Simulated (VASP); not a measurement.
# InP (I-4m2) in VASP: single point with HSE06

Aim: the single point of InP with HSE06.

Everything below comes from runs of VASP 6.6.1. Logs are shortened: lines on timing, memory, paths and dates and some standing lists are left out, and cuts for length are marked.

### 1 The cell of the first run

It takes space group I-4m2 (No. 119, tetragonal). Conventional cell: a = 4.177 Å, b = 4.177 Å, c = 6.026 Å, α = 90.00°, β = 90.00°, γ = 90.00°. In (site symmetry -4m2) has 4 P at 2.58 Å within 3.4 Å. Within 3.4 Å of P (site symmetry -4m2) lie 4 In at 2.58 Å.

### 2 Single point, HSE06 (uniaxial z strain +2.0%)

File POSCAR:

```
InP
1.0
    0.0000000000      2.9537876348      3.0128633875
    2.9537876348      0.0000000000      3.0128633875
    2.9537876348      2.9537876348      0.0000000000
In P
1 1
Direct
    0.0000000000      0.0000000000      0.0000000000
    0.2500000000      0.2500000000      0.2500000000
```

File INCAR.step1:

```
ALGO = Normal
EDIFF = 1E-5
ENCUT = 520
GGA = PE
ISIF = 2
ISMEAR = 0
KPAR = 4
LASPH = True
LREAL = False
LWAVE = True
NBANDS = 16
NELM = 60
PREC = Accurate
SIGMA = 0.01
```

File INCAR.step2:

```
ALGO = Normal
EDIFF = 1E-6
ENCUT = 520
GGA = PE
HFSCREEN = 0.2079
ISIF = 2
ISMEAR = 0
ISTART = 1
KPAR = 4
LASPH = True
LCHARG = True
LHFCALC = True
LREAL = False
LVHAR = True
LWAVE = False
NBANDS = 16
NELM = 60
PREC = Accurate
PRECFOCK = Normal
SIGMA = 0.01
```

File KPOINTS:

```
k-points
0
Gamma
  6 6 6
```

Potentials or basis: VASP PAW PBE potentials, release 64 (In_d, P).

Launch:

```
> cat potpaw_PBE.64/In_d/POTCAR potpaw_PBE.64/P/POTCAR > POTCAR
> cp INCAR.step1 INCAR
> mpirun -np 4 vasp_std > vasp.out
> cp INCAR.step2 INCAR
> mpirun -np 4 vasp_std > vasp.out
```

OUTCAR:

```text
EDIFF = 1E-6
   ENCUT = 520
   GGA = PE
   HFSCREEN = 0.2079
   ISIF = 2
   ISMEAR = 0
   ISTART = 1
   LASPH = True
   LHFCALC = True
   LREAL = False
   NELM = 60
   PREC = Accurate
   PRECFOCK = Normal

 ion  position               nearest neighbor table
   1  0.000  0.000  0.000-   2 2.58   2 2.58   2 2.58   2 2.58
   2  0.250  0.250  0.250-   1 2.58   1 2.58   1 2.58   1 2.58

  LATTYP: Found a body centered tetragonal cell.
 ALAT       =     4.1772865335
 C/A-ratio  =     1.4424978336

  Lattice vectors:

 A1 = (  -2.9537876348,   0.0000000000,   3.0128633875)
 A2 = (   2.9537876348,   0.0000000000,   3.0128633875)
 A3 = (   0.0000000000,   2.9537876348,  -3.0128633875)

Analysis of symmetry for initial positions (statically):
=====================================================================
 Subroutine PRICEL returns:
 Original cell was already a primitive cell.

 Routine SETGRP: Setting up the symmetry group for a
 body centered tetragonal supercell.

 Subroutine GETGRP returns: Found  8 space group operations
 (whereof  8 operations were pure point group operations)
 out of a pool of 16 trial point group operations.

The static configuration has the point symmetry D_2d.

Analysis of symmetry for dynamics (positions and initial velocities):
=====================================================================
 Subroutine PRICEL returns:
 Original cell was already a primitive cell.

 Routine SETGRP: Setting up the symmetry group for a
 body centered tetragonal supercell.

 Subroutine GETGRP returns: Found  8 space group operations
 (whereof  8 operations were pure point group operations)
 out of a pool of 16 trial point group operations.

The dynamic configuration has the point symmetry D_2d.

 Subroutine INISYM returns: Found  8 space group operations
 (whereof  8 operations are pure point group operations),
 and found     1 'primitive' translations

----------------------------------------------------------------------------------------

                                     Primitive cell

  volume of cell :      52.5736

  direct lattice vectors                    reciprocal lattice vectors
     0.000000000  2.953787635  3.012863387    -0.169274187  0.169274187  0.165955085
     2.953787635  0.000000000  3.012863387     0.169274187 -0.169274187  0.165955085
     2.953787635  2.953787635  0.000000000     0.169274187  0.169274187 -0.165955085
[... 90 lines left out ...]
   ISIF   =      2    stress and relaxation
   ISYM   =      3    0-nonsym 1-usesym 2-fastsym
   POTIM  = 0.5000    time-step for ionic-motion
   TEBEG  =    0.0;   TEEND  =   0.0 temperature during run
   PSTRESS=    0.0 pullay stress
   NELECT =      18.0000    total number of electrons
   NUPDOWN=      -1.0000    fix difference up-down
   EMIN   =  10.00;   EMAX   =-10.00  energy-range for DOS
   EFERMI =   0.00;   METHOD = LEGACY
   ISMEAR =     0;   SIGMA  =   0.01  broadening in eV -4-tet -1-fermi 0-gaus
   EFERMI_NEDOS =   21; number of points for ismear=-14 and -15
   IALGO  =     38    algorithm
   IMIX   =      1    mixing-type and parameters
     AMIX     =   0.40;   BMIX     =  1.00
     AMIX_MAG =   1.60;   BMIX_MAG =  1.00
  volume/ion in A,a.u.               =      26.29       177.39
  Fermi-wavevector in a.u.,A,eV,Ry     =   1.145275  2.164255 17.846139  1.311654
  Thomas-Fermi vector in A             =   2.281964
   LORBIT       =      0    0 simple, 1 ext, 2 COOP (PROOUT), +10 PAW based schemes
   GGA     = PE    functional components
   LHFCALC =     T    Hartree Fock is set to
   PRECFOCK=normal    Normal, Fast or Accurate (Low or Medium for compatibility)
   ENCUT4O =  -1.0   cutoff for four orbital integrals eV
   NKREDX  =     1    reduce k-point grid by
   NKREDY  =     1    reduce k-point grid by
   NKREDZ  =     1    reduce k-point grid by
   AEXX    =    0.2500 exact exchange contribution
   HFSCREEN=    0.2079 screening length (either q_TF or 0.3 A-1)
   HFSCREENC=   0.2079 screening length for correlation (either q_TF or 0.3 A-1)
   ENCUTFOCK=  -1.0 apply spherical cutoff to Coloumb kernel
   IVDW    =     0    specifies the selected vdW correction
   LEPSILON=     F    determine dielectric tensor
   LRPA    =     F    only Hartree local field effects (RPA)
 non-spin polarized calculation
 Gauss-broadening in eV      SIGMA  =   0.01
  energy-cutoff  :      520.00
  volume of cell :       52.57
 maximum number of plane-waves:      1422
  NGX = 24; NGY = 24; NGZ = 24

 number of electron      18.0000005 magnetization

 Free energy of the ion-electron system (eV)
  ---------------------------------------------------
  ext. energy  EPLUGINS =         0.00000000
  ---------------------------------------------------
  free energy    TOTEN  =        -9.97766214 eV

  energy without entropy =       -9.97766214  energy(sigma->0) =       -9.97766214

 E-fermi :   4.4548     XC(G=0):  -7.5801

 val. band max:        4.3420258167   @ k =   0.0000   0.0000   0.0000
 cond. band min:       5.5382387656   @ k =   0.0000   0.0000   0.0000
 fundamental gap:      1.1962129489
 Fermi energy:         4.4547864307

 k-point     1 :       0.0000    0.0000    0.0000
  band No.  band energies     occupation
      1     -11.5155      2.00000
      2     -11.5066      2.00000
      3     -11.5066      2.00000
      4     -11.3713      2.00000
      5     -11.3671      2.00000
      6      -8.1250      2.00000
[... 433 lines left out ...]
      3     -11.4315      2.00000
      4     -11.4010      2.00000
      5     -11.3445      2.00000
      6      -5.9402      2.00000
[... 8 lines left out ...]
     15      16.2405      0.00000
     16      17.3794      0.00000

 [... further k-points ...]

------------------------ aborting loop because EDIFF is reached ----------------------------------------

  FORCE on cell =-STRESS in cart. coord.  units (eV):
  Direction    XX          YY          ZZ          XY          YZ          ZX
  --------------------------------------------------------------------------------------
  -------------------------------------------------------------------------------------
  Total       -0.4406232     -0.4406232     -0.7628129      0.0000000      0.0000000      0.0000000
  in kB      -13.4279589    -13.4279589    -23.2466631      0.0000000      0.0000000      0.0000000
  external PRESSURE =     -16.7008603 kB  Pullay stress =       0.0000000 kB

 VOLUME and BASIS-vectors are now :
 -----------------------------------------------------------------------------
  energy-cutoff  :      520.00
  volume of cell :       52.57
      direct lattice vectors                 reciprocal lattice vectors
     0.000000000  2.953787635  3.012863387    -0.169274187  0.169274187  0.165955085
     2.953787635  0.000000000  3.012863387     0.169274187 -0.169274187  0.165955085
     2.953787635  2.953787635  0.000000000     0.169274187  0.169274187 -0.165955085

 POSITION                                       TOTAL-FORCE (eV/Angst)
 -----------------------------------------------------------------------------------
      0.00000      0.00000      0.00000         0.000000      0.000000     -0.000000
      1.47689      1.47689      1.50643        -0.000000     -0.000000      0.000000
 -----------------------------------------------------------------------------------
    total drift:                                0.000000      0.000000      0.000002

  FREE ENERGIE OF THE ION-ELECTRON SYSTEM (eV)
  ---------------------------------------------------
  free  energy   TOTEN  =        -9.9776621403 eV

  energy  without entropy=       -9.9776621403  energy(sigma->0) =       -9.97766214
```

OUTCAR.step1:

```text
EDIFF = 1E-5
   ENCUT = 520
   GGA = PE
   ISIF = 2
   ISMEAR = 0
[... 678 lines left out ...]
 -----------------------------------------------------------------------------------
      0.00000      0.00000      0.00000         0.000000      0.000000     -0.000000
      1.47689      1.47689      1.50643        -0.000000      0.000000      0.000000
 -----------------------------------------------------------------------------------
    total drift:                               -0.000000     -0.000000     -0.000001

  FREE ENERGIE OF THE ION-ELECTRON SYSTEM (eV)
  ---------------------------------------------------
  free  energy   TOTEN  =        -8.3932332883 eV

  energy  without entropy=       -8.3932332883  energy(sigma->0) =       -8.39323329
```

Wall time 26 min (4 MPI ranks of Oxide Virtual Turin-like, shared host); peak memory 0.28 GiB.

Results:

* Free energy: -9.9777 eV
* Pressure: -1.7 GPa
* Band gap on the k mesh: 1.20 eV

Caveat: the cell differs from its parent crystal (uniaxial z strain +2.0%); the PAW data sets were made with another functional, which shifts forces and pressure a little; spin-orbit coupling is left out, which moves the levels of the heavy elements.
